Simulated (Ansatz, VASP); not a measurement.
## Two plane-wave programs on Cd3SO2

```
Cd S O
1.0
     3.78355   -0.00116   -0.00937
    -1.89300    3.29431   -0.00656
    -0.04470   -0.06296   18.88091
Cd S O
6 2 4
Direct
  0.67260 0.33520 0.44161
  0.66775 0.33841 0.94149
  0.99467 0.99550 0.13969
  0.99550 0.99755 0.63969
  0.33359 0.66439 0.29115
  0.33308 0.66789 0.79103
  0.00220 0.00515 0.00419
  0.00686 0.00223 0.50425
  0.66721 0.33143 0.32497
  0.66681 0.33447 0.82486
  0.32918 0.66297 0.17358
  0.33055 0.66482 0.67350
```

Change from the starting cell: cell x2, atoms moved at random (sigma 0.05 Å) and cell strained at random (1.5 %), then relaxed without symmetry.

Alike in both runs: functional PBE; k mesh 6 × 6 × 2; occupations gaussian, width 0.2 eV; no spin polarisation.

Ansatz relaxed the structure, and its values are those at the end. VASP's run is a single point on that final structure, the one shown.

|  | VASP | Ansatz |
| --- | --- | --- |
| version | VASP 6.6.1 | Ansatz 0.2.0 |
| potentials or method | VASP PAW PBE potentials, release 64 (Cd, S, O), cutoff 520 eV | scalar-relativistic, plane waves, PAW |
| valence electrons in the cell | 108 | 156 |

VASP gave:

```
pressure (GPa)                     : 0.6
rms of the force components (eV/Å) : 0.021
```

Task: What did Ansatz give for the same quantities?

Result: Pressure (GPa): 0.0; rms of the force components (eV/Å): 0.008.

VASP's potentials hold 108 valence electrons a cell and Ansatz's 156, so a difference there can come from the potentials and not from the codes.
